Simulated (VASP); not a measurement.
# Ti (I4/mmm) in VASP: a series of runs

The runs below take Ti through single point, with r2SCAN.

All numbers are computed with VASP 6.6.1; they aren't measurements. Logs are shortened: lines on timing, memory, paths and dates and some standing lists are left out, and cuts for length are marked.

## 1. The cell of the first run

It takes space group I4/mmm (No. 139, tetragonal). Conventional cell: a = 3.282 Å, b = 3.282 Å, c = 3.216 Å, α = 90.00°, β = 90.00°, γ = 90.00°. Within 3.7 Å of Ti (site symmetry 4/mmm) lie 14 Ti at 2.82 to 3.28 Å.

## 2. Single point, r2SCAN (strain -0.0200 x Voigt [1, 0, 0, 0, 0, 0])

Input file POSCAR:

```
Ti
1.0
   -1.6081800000      1.6410000000      1.6410000000
    1.6081800000     -1.6410000000      1.6410000000
    1.6081800000      1.6410000000     -1.6410000000
Ti
1
Direct
    0.0000000000      0.0000000000      0.0000000000
```

Input file INCAR.step1:

```
SYSTEM = Ti
ALGO = Normal
EDIFF = 1E-4
ENCUT = 520
GGA = PE
ISMEAR = 0
LASPH = .TRUE.
LCHARG = .FALSE.
LREAL = .FALSE.
LWAVE = .TRUE.
NBANDS = 12
NELM = 80
PREC = Accurate
SIGMA = 0.15
```

Input file INCAR.step2:

```
SYSTEM = Ti
ALGO = Normal
EDIFF = 1E-6
ENCUT = 520
ISIF = 2
ISMEAR = 0
ISTART = 1
LASPH = .TRUE.
LCHARG = .FALSE.
LMIXTAU = .TRUE.
LREAL = .FALSE.
LWAVE = .FALSE.
METAGGA = R2SCAN
NBANDS = 12
NELM = 80
PREC = Accurate
SIGMA = 0.15
```

Input file KPOINTS:

```
k-points
0
G
  20 20 20
  0 0 0
```

Potentials or basis: VASP PAW PBE potentials, release 64 (Ti_sv).

On the command line:

```console
cat potpaw_PBE.64/Ti_sv/POTCAR > POTCAR
cp INCAR.step1 INCAR
mpirun -np 1 vasp_std > vasp.out
cp INCAR.step2 INCAR
mpirun -np 1 vasp_std > vasp.out
```

OUTCAR:

```text
SYSTEM = Ti
   EDIFF = 1E-6
   ENCUT = 520
   ISIF = 2
   ISMEAR = 0
   ISTART = 1
   LASPH = .TRUE.
   LREAL = .FALSE.
   METAGGA = R2SCAN
   NELM = 80
   PREC = Accurate

 ion  position               nearest neighbor table
   1  0.000  0.000  0.000-

  LATTYP: Found a body centered tetragonal cell.
 ALAT       =     3.2820000000
 C/A-ratio  =     0.9800000000

  Lattice vectors:

 A1 = (  -1.6081800000,   1.6410000000,  -1.6410000000)
 A2 = (  -1.6081800000,  -1.6410000000,   1.6410000000)
 A3 = (   1.6081800000,   1.6410000000,   1.6410000000)

Analysis of symmetry for initial positions (statically):
=====================================================================
 Subroutine PRICEL returns:
 Original cell was already a primitive cell.

 Routine SETGRP: Setting up the symmetry group for a
 body centered tetragonal supercell.

 Subroutine GETGRP returns: Found 16 space group operations
 (whereof 16 operations were pure point group operations)
 out of a pool of 16 trial point group operations.

The static configuration has the point symmetry D_4h.

Analysis of symmetry for dynamics (positions and initial velocities):
=====================================================================
 Subroutine PRICEL returns:
 Original cell was already a primitive cell.

 Routine SETGRP: Setting up the symmetry group for a
 body centered tetragonal supercell.

 Subroutine GETGRP returns: Found 16 space group operations
 (whereof 16 operations were pure point group operations)
 out of a pool of 16 trial point group operations.

The dynamic configuration has the point symmetry D_4h.

 Subroutine INISYM returns: Found 16 space group operations
 (whereof 16 operations are pure point group operations),
 and found     1 'primitive' translations

----------------------------------------------------------------------------------------

                                     Primitive cell

  volume of cell :      17.3225

  direct lattice vectors                    reciprocal lattice vectors
    -1.608180000  1.641000000  1.641000000     0.000000000  0.304692261  0.304692261
     1.608180000 -1.641000000  1.641000000     0.310910470  0.000000000  0.304692261
     1.608180000  1.641000000 -1.641000000     0.310910470  0.304692261  0.000000000

  length of vectors
     2.823473909  2.823473909  2.823473909     0.430899928  0.435319072  0.435319072

  position of ions in fractional coordinates (direct lattice)
     0.000000000  0.000000000  0.000000000

  ion indices of the primitive-cell ions
   primitive index   ion index
                 1           1

----------------------------------------------------------------------------------------

 KPOINTS: k-points

Automatic generation of k-mesh.
 Grid dimensions read from file:
 generate k-points for:   20   20   20

 Generating k-lattice:

  Cartesian coordinates                     Fractional coordinates (reciprocal lattice)
     0.000000000  0.015234613  0.015234613     0.050000000  0.000000000  0.000000000
     0.015545524  0.000000000  0.015234613     0.000000000  0.050000000 -0.000000000
     0.015545524  0.015234613  0.000000000     0.000000000 -0.000000000  0.050000000

  Length of vectors
     0.021544996  0.021765954  0.021765954

  Shift w.r.t. Gamma in fractional coordinates (k-lattice)
     0.000000000  0.000000000  0.000000000

 Subroutine IBZKPT returns following result:
 ===========================================

 Found    641 irreducible k-points:

 Following reciprocal coordinates:
            Coordinates               Weight
  0.000000  0.000000  0.000000      1.000000
  0.050000  0.000000  0.000000      4.000000
  0.100000  0.000000  0.000000      4.000000
  0.150000  0.000000  0.000000      4.000000
  0.200000  0.000000  0.000000      4.000000
  0.250000  0.000000  0.000000      4.000000
[... 16 lines left out ...]
  0.050000  0.100000  0.000000     16.000000
  0.100000  0.100000 -0.000000     16.000000
 [... further k-points ...]
   k-points           NKPTS =    641   k-points in BZ     NKDIM =    641   number of bands    NBANDS=     12
   number of dos      NEDOS =    301   number of ions     NIONS =      1
   total plane-waves  NPLWV =  13824
   dimension x,y,z NGX =    24 NGY =   24 NGZ =   24
   dimension x,y,z NGXF=    48 NGYF=   48 NGZF=   48
   ions per type =               1
   NGX,Y,Z   is equivalent  to a cutoff of  14.13, 14.13, 14.13 a.u.
   NGXF,Y,Z  is equivalent  to a cutoff of  28.26, 28.26, 28.26 a.u.
 SYSTEM =  Ti
   PREC   = accura    normal or accurate (medium, high low for compatibility)
   ISTART =      1    job   : 0-new  1-cont  2-samecut
   ICHARG =      0    charge: 1-file 2-atom 10-const
   ISPIN  =      1    spin polarized calculation?
   LNONCOLLINEAR =      F non collinear calculations
   LSORBIT =      F    spin-orbit coupling
   LASPH  =      T    aspherical Exc in radial PAW
   ENCUT  =  520.0 eV  38.22 Ry    6.18 a.u.   5.25  5.25  5.25*2*pi/ulx,y,z
   NELM   =     80;   NELMIN=  2; NELMDL=  0     # of ELM steps
   EDIFF  = 0.1E-05   stopping-criterion for ELM
   LREAL  =      F    real-space projection
   EDIFFG = 0.1E-04   stopping-criterion for IOM
   NSW    =      0    number of steps for IOM
   IBRION =     -1    ionic relax: 0-MD 1-quasi-New 2-CG
   NFREE  =      0    steps in history (QN), initial steepest desc. (CG)
   ISIF   =      2    stress and relaxation
   ISYM   =      2    0-nonsym 1-usesym 2-fastsym
   POTIM  = 0.5000    time-step for ionic-motion
   TEBEG  =    0.0;   TEEND  =   0.0 temperature during run
   PSTRESS=    0.0 pullay stress
   NELECT =      12.0000    total number of electrons
   NUPDOWN=      -1.0000    fix difference up-down
   EMIN   =  10.00;   EMAX   =-10.00  energy-range for DOS
   EFERMI =   0.00;   METHOD = LEGACY
   ISMEAR =     0;   SIGMA  =   0.15  broadening in eV -4-tet -1-fermi 0-gaus
   EFERMI_NEDOS =   21; number of points for ismear=-14 and -15
   IALGO  =     38    algorithm
   IMIX   =      4    mixing-type and parameters
     AMIX     =   0.40;   BMIX     =  1.00
     AMIX_MAG =   1.60;   BMIX_MAG =  1.00
  volume/ion in A,a.u.               =      17.32       116.90
  Fermi-wavevector in a.u.,A,eV,Ry     =   1.448543  2.737349 28.548779  2.098276
  Thomas-Fermi vector in A             =   2.566372
   LORBIT       =      0    0 simple, 1 ext, 2 COOP (PROOUT), +10 PAW based schemes
   METAGGA = R2SCAN    functional components
   LHFCALC =     F    Hartree Fock is set to
   AEXX    =    0.0000 exact exchange contribution
   IVDW    =     0    specifies the selected vdW correction
   LEPSILON=     F    determine dielectric tensor
   LRPA    =     F    only Hartree local field effects (RPA)
 non-spin polarized calculation
 Gauss-broadening in eV      SIGMA  =   0.15
  energy-cutoff  :      520.00
  volume of cell :       17.32
 maximum number of plane-waves:       482
 NGX is ok and might be reduce to    24
   NGX = 11   NGY = 11   NGZ = 11

 number of electron      11.9999998 magnetization

 Free energy of the ion-electron system (eV)
  ---------------------------------------------------
  ext. energy  EPLUGINS =         0.00000000
  ---------------------------------------------------
  free energy    TOTEN  =       -12.82657308 eV

  energy without entropy =      -12.80139705  energy(sigma->0) =      -12.81398506

 E-fermi :   8.1500     XC(G=0): -12.4134

 val. band max:        8.1497341273   @ k =  -0.4000   0.4000   0.1000
 cond. band min:       8.1514380405   @ k =   0.1000  -0.4000   0.0500
 fundamental gap:      0.0017039132
 Fermi energy:         8.1499683624

 k-point     1 :       0.0000    0.0000    0.0000
  band No.  band energies     occupation
      1     -50.7565      2.00000
      2     -25.5576      2.00000
      3     -25.5560      2.00000
      4     -25.5560      2.00000
      5       1.8026      2.00000
      6       9.1861      0.00000
      7       9.3504      0.00000
      8       9.3504      0.00000
      9      10.9804      0.00000
     10      11.1708      0.00000
     11      26.1271      0.00000
     12      26.1271      0.00000

 k-point     2 :       0.0500    0.0000    0.0000
  band No.  band energies     occupation
      1     -50.7532      2.00000
      2     -25.5740      2.00000
      3     -25.5628      2.00000
      4     -25.5560      2.00000
      5       1.8908      2.00000
      6       9.1761      0.00000
      7       9.3105      0.00000
      8       9.4136      0.00000
      9      10.9299      0.00000
     10      11.1703      0.00000
     11      25.9840      0.00000
     12      26.1272      0.00000

 k-point     3 :       0.1000    0.0000    0.0000
  band No.  band energies     occupation
      1     -50.7436      2.00000
      2     -25.6258      2.00000
      3     -25.5779      2.00000
      4     -25.5559      2.00000
      5       2.1504      2.00000
      6       9.1327      0.00000
      7       9.1965      0.00000
      8       9.6000      0.00000
      9      10.8073      0.00000
     10      11.1703      0.00000
     11      25.5322      0.00000
     12      26.0707      0.00000
[... 286 lines left out ...]
 k-point    23 :       0.0500    0.1000    0.0000
  band No.  band energies     occupation
      1     -50.7342      2.00000
      2     -25.6750      2.00000
      3     -25.5865      2.00000
      4     -25.5634      2.00000
      5       2.4103      2.00000
      6       8.9949      0.00000
      7       9.1773      0.00000
      8       9.7492      0.00000
      9      10.7719      0.00000
     10      11.1425      0.00000
     11      25.2403      0.00000
     12      26.0091      0.00000

 k-point    24 :       0.1000    0.1000   -0.0000
  band No.  band energies     occupation
      1     -50.7199      2.00000
      2     -25.7483      2.00000
      3     -25.6022      2.00000
      4     -25.5723      2.00000
      5       2.8162      2.00000
      6       8.8688      0.00000
      7       8.9885      0.00000
      8      10.0819      0.00000
      9      10.6354      0.00000
     10      11.2011      0.00000
     11      24.6048      0.00000
     12      25.4353      0.00000

 [... further k-points ...]
[... 5 lines left out ...]
  --------------------------------------------------------------------------------------
  -------------------------------------------------------------------------------------
  Total       -0.1031615     -0.0123024     -0.0123024     -0.0000000      0.0000000      0.0000000
  in kB       -9.5414945     -1.1378640     -1.1378640     -0.0000000      0.0000000      0.0000000
  external PRESSURE =      -3.9390741 kB  Pullay stress =       0.0000000 kB

 VOLUME and BASIS-vectors are now :
 -----------------------------------------------------------------------------
  energy-cutoff  :      520.00
  volume of cell :       17.32
      direct lattice vectors                 reciprocal lattice vectors
    -1.608180000  1.641000000  1.641000000     0.000000000  0.304692261  0.304692261
     1.608180000 -1.641000000  1.641000000     0.310910470  0.000000000  0.304692261
     1.608180000  1.641000000 -1.641000000     0.310910470  0.304692261  0.000000000

 POSITION                                       TOTAL-FORCE (eV/Angst)
 -----------------------------------------------------------------------------------
      0.00000      0.00000      0.00000        -0.000000      0.000000      0.000000
 -----------------------------------------------------------------------------------
    total drift:                                0.000000      0.000000      0.000000

  FREE ENERGIE OF THE ION-ELECTRON SYSTEM (eV)
  ---------------------------------------------------
  free  energy   TOTEN  =       -12.8265730762 eV

  energy  without entropy=      -12.8013970494  energy(sigma->0) =      -12.81398506
```

Wall time 2.4 min (1 thread of Intel Xeon 6975P-C (Granite Rapids), shared host); peak memory 0.25 GiB.

What came out:

```
Free energy            : -12.8266 eV
Pressure               : -0.4 GPa
Band gap on the k mesh : zero (band 6 reaches 9.26 eV, above the bottom of band 7 at 7.46 eV)
```

Stress tensor (GPa, compression positive):
```
-0.95  0.00  0.00
 0.00 -0.11  0.00
 0.00  0.00 -0.11
```

Caveat: the cell differs from its parent crystal (strain -0.0200 x Voigt [1, 0, 0, 0, 0, 0]); the PAW data sets were made with another functional, which shifts forces and pressure a little.

(Continued in part 2 of 2.)
